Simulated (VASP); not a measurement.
# PbS (R3m) in VASP: further runs, part 2 of 2

VASP 6.6.1. The steps go on from the part before.

### Step 4. Single point, PBEsol

This run uses another cell than the first one, of 27.22 Å³/atom, 1.020 times its volume.

The input, INCAR:

```
  ALGO = Normal
  EDIFF = 1E-7
  ENCUT = 520
  GGA = PS
  ISIF = 2
  ISMEAR = -1
  LASPH = True
  LCHARG = False
  LREAL = False
  LWAVE = False
  NBANDS = 17
  NELM = 60
  PREC = Accurate
  SIGMA = 0.05
```

The input, KPOINTS:

```
k-points
0
Gamma
  8 8 8
```

The input, POSCAR:

```
PbS
1.0
    2.1266532507      1.2278238267      3.4747772906
   -2.1266532507      1.2278238267      3.4747772906
    0.0000000000     -2.4556476535      3.4747772906
Pb S
1 1
Direct
    0.9805657800      0.9805657800      0.9805657800
    0.4750355500      0.4750355500      0.4750355500
```

Potentials or basis: VASP PAW PBE potentials, release 64 (Pb_d, S).

Launch:

```bash
$ cat potpaw_PBE.64/Pb_d/POTCAR potpaw_PBE.64/S/POTCAR > POTCAR
$ mpirun -np 1 vasp_std > vasp.out
```

OUTCAR:

```text
EDIFF = 1E-7
   ENCUT = 520
   GGA = PS
   ISIF = 2
   ISMEAR = -1
   LASPH = True
   LREAL = False
   NELM = 60
   PREC = Accurate

 ion  position               nearest neighbor table
   1  0.981  0.981  0.981-   2 2.98   2 2.98   2 2.98   2 3.04   2 3.04   2 3.04
   2  0.475  0.475  0.475-   1 2.98   1 2.98   1 2.98   1 3.04   1 3.04   1 3.04

  LATTYP: Found a trigonal (rhomboedric) cell.
 ALAT       =     4.2549127626
 COS(alpha) =     0.5003774362

  Lattice vectors:

 A1 = (   2.1266532507,   1.2278238267,   3.4747772906)
 A2 = (  -2.1266532507,   1.2278238267,   3.4747772906)
 A3 = (   0.0000000000,  -2.4556476535,   3.4747772906)

Analysis of symmetry for initial positions (statically):
=====================================================================
 Subroutine PRICEL returns:
 Original cell was already a primitive cell.

 Routine SETGRP: Setting up the symmetry group for a
 trigonal (rhombohedral) supercell.

 Subroutine GETGRP returns: Found  6 space group operations
 (whereof  6 operations were pure point group operations)
[... 155 lines left out ...]
 Free energy of the ion-electron system (eV)
  ---------------------------------------------------
  ext. energy  EPLUGINS =         0.00000000
  ---------------------------------------------------
  free energy    TOTEN  =        -9.42809763 eV

  energy without entropy =       -9.42798902  energy(sigma->0) =       -9.42804332

 E-fermi :   5.2999     XC(G=0):  -9.6893

 val. band max:        5.0905207888   @ k =   0.5000  -0.0000  -0.0000
 cond. band min:       5.5092332004   @ k =   0.5000  -0.0000  -0.0000
 fundamental gap:      0.4187124116
 Fermi energy:         5.2998733473

 k-point     1 :       0.0000    0.0000    0.0000
  band No.  band energies     occupation
      1     -11.5362      2.00000
      2     -11.5358      2.00000
      3     -11.5358      2.00000
      4     -11.5218      2.00000
      5     -11.5218      2.00000
      6      -8.0916      2.00000
[... 457 lines left out ...]
      4     -11.5139      2.00000
      5     -11.5046      2.00000
      6      -7.3699      2.00000
[... 9 lines left out ...]
     16      14.6753      0.00000
     17      15.8125      0.00000

 [... further k-points ...]
[... 5 lines left out ...]
  --------------------------------------------------------------------------------------
  -------------------------------------------------------------------------------------
  Total       -1.0369979     -1.0369979     -1.0295995      0.0000000      0.0000000      0.0000000
  in kB      -30.5195062    -30.5195062    -30.3017654      0.0000000      0.0000000      0.0000000
  external PRESSURE =     -30.4469260 kB  Pullay stress =       0.0000000 kB

 VOLUME and BASIS-vectors are now :
 -----------------------------------------------------------------------------
  energy-cutoff  :      520.00
  volume of cell :       54.44
      direct lattice vectors                 reciprocal lattice vectors
     2.126653251  1.227823827  3.474777291     0.235111201  0.135741515  0.095929409
    -2.126653251  1.227823827  3.474777291    -0.235111201  0.135741515  0.095929409
     0.000000000 -2.455647653  3.474777291     0.000000000 -0.271483030  0.095929409

 POSITION                                       TOTAL-FORCE (eV/Angst)
 -----------------------------------------------------------------------------------
      0.00000     -0.00000     10.22174         0.000000     -0.000000      0.002341
      0.00000     -0.00000      4.95193         0.000000      0.000000     -0.002341
 -----------------------------------------------------------------------------------
    total drift:                                0.000000      0.000000     -0.000078

  FREE ENERGIE OF THE ION-ELECTRON SYSTEM (eV)
  ---------------------------------------------------
  free  energy   TOTEN  =        -9.4280976271 eV

  energy  without entropy=       -9.4279890160  energy(sigma->0) =       -9.42804332
```

stdout:

```text
POSCAR found type information on POSCAR PbS
 POSCAR found :  2 types and       2 ions
 scaLAPACK will be used
 -----------------------------------------------------------------------------
|                                                                             |
|                                                                             |
|     You enforced a specific xc type in the INCAR file but a different       |
|     I HOPE YOU KNOW WHAT YOU ARE DOING!                                     |
|                                                                             |
 -----------------------------------------------------------------------------

 LDA part: xc-table for (Slater+PW92), standard interpolation
 POSCAR, INCAR and KPOINTS ok, starting setup
 FFT: planning ... GRIDC
 FFT: planning ... GRID_SOFT
 FFT: planning ... GRID
 WAVECAR not read
 entering main loop
```

Wall time 51 s (1 thread of AMD EPYC 7R13 (Zen 3), shared host); peak memory 0.18 GiB.

What came out:

```
Free energy            : -9.4281 eV
Pressure               : -3.0 GPa
Band gap on the k mesh : 0.42 eV, direct
```

Forces on the atoms (eV/Å):
```
Pb   0.000  0.000  0.002
S    0.000  0.000 -0.002
```

Levels at points of the mesh, in eV from the valence-band top:
```tsv
k point	band 7	band 8	band 9	band 10	band 11	band 12	band 13	band 14
(0.00, 0.00, 0.00)	-6.08	-1.92	-1.92	-1.91	5.05	5.08	5.08	6.81
(0.50, 0.00, 0.00)	-8.61	-1.56	-1.56	0.00	0.42	2.04	2.05	8.48
(0.50, 0.50, 0.00)	-7.14	-4.84	-3.14	-3.14	3.93	5.43	5.54	5.56
(0.50, 0.50, 0.50)	-8.60	-1.55	-1.55	-0.03	0.45	2.04	2.04	8.47
```

Caveat: the PAW data sets were made with another functional, which shifts forces and pressure a little; spin-orbit coupling is left out, which moves the levels of the heavy elements.

### Step 5. Overview

```tsv
level	potentials or basis	cell	gap on the mesh (eV)	pressure (GPa)
PBEsol	VASP PAW PBE potentials, release 64 (Pb_d, S)	a = 4.227 Å, angles 60.0°, 2 atoms	0.35	-2.1
LDA	VASP PAW LDA potentials, release 64 (Pb_d, S)	a = 4.227 Å, angles 60.0°, 2 atoms	0.31	-3.7
PBEsol	VASP PAW PBE potentials, release 64 (Pb_d, S)	a = 4.255 Å, angles 60.0°, 2 atoms	0.42	-3.0
```

Alike in all rows: task single point; no spin polarisation; k mesh 8 × 8 × 8; cutoff (eV) 520; smearing fermi-dirac 0.05 eV.

Caveats: spin-orbit coupling is left out, which moves the levels of the heavy elements; the PAW data sets were made with another functional, which shifts forces and pressure a little (some runs).

Absolute energies hang on the potentials; compare differences alone.
